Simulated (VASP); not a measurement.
A run of VASP 6.6.1 is set up as follows.

The input POSCAR:

```
Sb
1.0
    0.0000000000      2.3712425216      2.3712425216
    2.3712425216      0.0000000000      2.3712425216
    2.3712425216      2.3712425216      0.0000000000
Sb
1
Direct
    0.0000000000      0.0000000000      0.0000000000
```

File INCAR.step1:

```
SYSTEM = Sb
PREC     = Accurate       ! precision mode
ENCUT    = 520            ! plane-wave cutoff, eV
EDIFF    = 1E-5           ! SCF threshold, eV
ISMEAR   = -1             ! smearing method
SIGMA    = 0.05           ! smearing width, eV
LREAL    = .FALSE.        ! projectors in reciprocal space
LASPH    = .TRUE.         ! aspherical terms in the spheres
NELM     = 60             ! most SCF steps
ALGO     = Normal         ! electronic algorithm
ISIF     = 2              ! what is computed and relaxed
LWAVE    = .TRUE.         ! write WAVECAR
LCHARG   = .FALSE.        ! write CHGCAR
GGA      = PE             ! functional
NBANDS   = 8              ! bands
```

The input INCAR.step2:

```
SYSTEM = Sb
PREC     = Accurate       ! precision mode
ENCUT    = 520            ! plane-wave cutoff, eV
EDIFF    = 1E-6           ! SCF threshold, eV
ISMEAR   = -1             ! smearing method
SIGMA    = 0.05           ! smearing width, eV
LREAL    = .FALSE.        ! projectors in reciprocal space
LASPH    = .TRUE.         ! aspherical terms in the spheres
NELM     = 60             ! most SCF steps
ALGO     = Normal         ! electronic algorithm
ISIF     = 2              ! what is computed and relaxed
LWAVE    = .FALSE.        ! write WAVECAR
LCHARG   = .FALSE.        ! write CHGCAR
METAGGA  = R2SCAN         ! meta-GGA
LHFCALC  = .TRUE.         ! exact exchange
AEXX     = 0.25           ! exact-exchange fraction
LMIXTAU  = .TRUE.       
PRECFOCK = Normal       
ISTART   = 1            
NBANDS   = 8              ! bands
```

KPOINTS

```
Automatic mesh
0
G
  6 6 6
  0 0 0
```

Potentials or basis: VASP PAW PBE potentials, release 64 (Sb).

Command:

```bash
$ cat potpaw_PBE.64/Sb/POTCAR > POTCAR
$ cp INCAR.step1 INCAR
$ mpirun -np 1 vasp_std > vasp.out
$ cp INCAR.step2 INCAR
$ mpirun -np 1 vasp_std > vasp.out
```

Task: What does it give for the pressure?

Result: -2.0 GPa.

Caveat: the k points lie up to 0.38 Å⁻¹ apart; the PAW data sets were made with another functional, which shifts forces and pressure a little.
